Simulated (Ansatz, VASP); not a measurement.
## Two plane-wave programs on Cd3Ga2O

```
Cd Ga O
1.0
     4.11630    0.00000    0.00000
    -2.05815    3.56482    0.00000
     0.00000    0.00000    7.69367
Cd Ga O
3 2 1
Direct
  0.00000 0.00000 0.50000
  0.33333 0.66667 0.00000
  0.33333 0.66667 0.50000
  0.66667 0.33333 0.23545
  0.66667 0.33333 0.76455
  0.00000 0.00000 0.00000
```

Change from the starting cell: species swapped into the Ce2NiGe3 type (P-6m2, No. 187).

Alike in both runs: task relaxation of cell and atoms; functional PBE; k mesh 6 × 6 × 2; occupations gaussian, width 0.1 eV; no spin polarisation.

|  | VASP | Ansatz |
| --- | --- | --- |
| version | VASP 6.6.1 | Ansatz 0.2.0 |
| potentials or method | VASP PAW PBE potentials, release 64 (Cd, Ga_d, O), cutoff 600 eV | scalar-relativistic, plane waves, PAW |
| valence electrons in the cell | 68 | 92 |

|  | VASP | Ansatz | Ansatz less VASP |
| --- | --- | --- | --- |
| gap on the k mesh at the Fermi level, each at its own relaxed structure (eV) | none | none | - |
| relaxed volume (Å³/atom) | 19.03 | 18.87 | -0.154 |
| relaxed cell length with the largest relative difference (Å) | 5.644 | 5.616 | -0.0280 |

A gap of «none» marks a metal or a gap that the smearing closes. VASP's potentials hold 68 valence electrons a cell and Ansatz's 92, so a difference there can come from the potentials and not from the codes.

The k mesh is coarse, so the values compare programs but aren't converged.
